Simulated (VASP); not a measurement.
# CsSnI3 (Pm-3m) in VASP: a series of runs, part 2 of 2

VASP 6.6.1.

### 4 Single point, PBE

This run uses another cell than the first one, of 48.63 Å³/atom.

Input file INCAR:

```
PREC     = Accurate       # precision mode
ENCUT    = 520            # plane-wave cutoff, eV
EDIFF    = 1E-6           # SCF threshold, eV
ISMEAR   = -1             # smearing method
SIGMA    = 0.02           # smearing width, eV
LREAL    = F              # projectors in reciprocal space
LASPH    = T              # aspherical terms in the spheres
NELM     = 100            # most SCF steps
ALGO     = Normal         # electronic algorithm
ISIF     = 2              # what is computed and relaxed
LWAVE    = F              # write WAVECAR
LCHARG   = F              # write CHGCAR
GGA      = PE             # functional
NBANDS   = 30             # bands
```

Input file KPOINTS:

```
Automatic mesh
0
Gamma
  4 4 4
```

Input file POSCAR:

```
CsSnI3
1.0
    6.2414907695      0.0000000000      0.0000000000
    0.0000000000      6.2414907695      0.0000000000
    0.0000000000      0.0000000000      6.2414907695
Cs Sn I
1 1 3
Direct
    0.0000000000      0.0000000000      0.0000000000
    0.5000000000      0.5000000000      0.5000000000
    0.5000000000      0.5000000000      0.0000000000
    0.5000000000      0.0000000000      0.5000000000
    0.0000000000      0.5000000000      0.5000000000
```

Potentials or basis: VASP PAW PBE potentials, release 64 (Cs_sv, Sn_d, I).

Command:

```console
$ cat potpaw_PBE.64/Cs_sv/POTCAR potpaw_PBE.64/Sn_d/POTCAR potpaw_PBE.64/I/POTCAR > POTCAR
$ mpirun -np 1 vasp_std > vasp.out
```

OUTCAR:

```text
PREC = Accurate
   ENCUT = 520
   EDIFF = 1E-6
   ISMEAR = -1
   LREAL = F
   LASPH = T
   NELM = 100
   ISIF = 2
   GGA = PE

 ion  position               nearest neighbor table
   1  0.000  0.000  0.000-
   2  0.500  0.500  0.500-   3 3.12   4 3.12   5 3.12   3 3.12   4 3.12   5 3.12
   3  0.500  0.500  0.000-   2 3.12   2 3.12
   4  0.500  0.000  0.500-   2 3.12   2 3.12
   5  0.000  0.500  0.500-   2 3.12   2 3.12

  LATTYP: Found a simple cubic cell.
 ALAT       =     6.2414907695
[... 513 lines left out ...]
  --------------------------------------------------------------------------------------
  -------------------------------------------------------------------------------------
  Total        0.7422460      0.7422460      0.7422460     -0.0000000     -0.0000000     -0.0000000
  in kB        4.8909523      4.8909523      4.8909523     -0.0000000     -0.0000000     -0.0000000
  external PRESSURE =       4.8909523 kB  Pullay stress =       0.0000000 kB

 VOLUME and BASIS-vectors are now :
 -----------------------------------------------------------------------------
  energy-cutoff  :      520.00
  volume of cell :      243.14
      direct lattice vectors                 reciprocal lattice vectors
     6.241490770  0.000000000  0.000000000     0.160218133  0.000000000  0.000000000
     0.000000000  6.241490770  0.000000000     0.000000000  0.160218133  0.000000000
     0.000000000  0.000000000  6.241490770     0.000000000  0.000000000  0.160218133

 POSITION                                       TOTAL-FORCE (eV/Angst)
 -----------------------------------------------------------------------------------
      0.00000      0.00000      0.00000         0.000000      0.000000      0.000000
      3.12075      3.12075      3.12075         0.000000      0.000000      0.000000
      3.12075      3.12075      0.00000         0.000000      0.000000      0.000000
      3.12075      0.00000      3.12075         0.000000      0.000000      0.000000
      0.00000      3.12075      3.12075         0.000000      0.000000      0.000000
 -----------------------------------------------------------------------------------
    total drift:                                0.000000     -0.000000     -0.000000

  FREE ENERGIE OF THE ION-ELECTRON SYSTEM (eV)
  ---------------------------------------------------
  free  energy   TOTEN  =       -13.9635451719 eV

  energy  without entropy=      -13.9635433532  energy(sigma->0) =      -13.96354426
```

OSZICAR:

```text
N       E                     dE             d eps       ncg     rms          rms(c)
DAV:   1     0.344238870516E+03    0.34424E+03   -0.17979E+04   600   0.132E+03
DAV:   2     0.300103952664E+02   -0.31423E+03   -0.30040E+03   700   0.274E+02
DAV:   3    -0.125553791604E+02   -0.42566E+02   -0.41662E+02   716   0.112E+02
DAV:   4    -0.142050184710E+02   -0.16496E+01   -0.16459E+01   768   0.257E+01
DAV:   5    -0.142567250409E+02   -0.51707E-01   -0.51703E-01   868   0.442E+00    0.408E+00
DAV:   6    -0.139841187479E+02    0.27261E+00   -0.40102E-01   764   0.327E+00    0.266E+00
DAV:   7    -0.139589845068E+02    0.25134E-01   -0.30711E-01   792   0.217E+00    0.106E+00
DAV:   8    -0.139636343647E+02   -0.46499E-02   -0.45189E-02   714   0.138E+00    0.296E-01
DAV:   9    -0.139632734593E+02    0.36091E-03   -0.45833E-03   782   0.502E-01    0.131E-01
DAV:  10    -0.139634971570E+02   -0.22370E-03   -0.76503E-04   686   0.145E-01    0.407E-02
DAV:  11    -0.139635500220E+02   -0.52865E-04   -0.29560E-04   812   0.114E-01    0.404E-02
DAV:  12    -0.139635496022E+02    0.41974E-06   -0.23753E-05   758   0.243E-02    0.291E-02
DAV:  13    -0.139635464872E+02    0.31150E-05   -0.34560E-06   638   0.130E-02    0.113E-02
DAV:  14    -0.139635450141E+02    0.14731E-05   -0.52629E-06   730   0.153E-02    0.147E-03
DAV:  15    -0.139635451719E+02   -0.15782E-06   -0.39960E-07   402   0.276E-03
   1 F= -.13963545E+02 E0= -.13963544E+02  d E =-.181872E-05
```

stdout:

```text
POSCAR found type information on POSCAR CsSnI
 POSCAR found :  3 types and       5 ions
 scaLAPACK will be used
 LDA part: xc-table for (Slater+PW92), standard interpolation
 POSCAR, INCAR and KPOINTS ok, starting setup
 FFT: planning ... GRIDC
 FFT: planning ... GRID_SOFT
 FFT: planning ... GRID
 WAVECAR not read
 entering main loop
```

Run time: 88 s. Hardware: 1 thread of AMD EPYC 7R13, shared host; peak memory 0.33 GiB.

What came out:

```
Free energy            : -13.9635 eV
Pressure               : 0.5 GPa
Band gap on the k mesh : 0.38 eV
```

Caveat: spin-orbit coupling is left out, which moves the levels of the heavy elements. A k mesh can miss the band edges.

### 5 Overview

```csv
level,potentials or basis,cell,gap on the mesh (eV),pressure (GPa)
LDA,"VASP PAW LDA potentials, release 64 (Cs_sv, Sn_d, I)","a = 6.048 Å, 5 atoms",none,0.0
PBEsol,"VASP PAW PBE potentials, release 64 (Cs_sv, Sn_d, I)","a = 6.157 Å, 5 atoms",0.14,0.0
PBE,"VASP PAW PBE potentials, release 64 (Cs_sv, Sn_d, I)","a = 6.241 Å, 5 atoms",0.38,0.5
```

Alike in all rows: task single point; no spin polarisation; k mesh 4 × 4 × 4; cutoff (eV) 520; smearing fermi-dirac 0.02 eV.

Caveats: spin-orbit coupling is left out, which moves the levels of the heavy elements; the PAW data sets were made with another functional, which shifts forces and pressure a little (at least some runs).

Absolute energies hang on the potentials; compare differences alone.
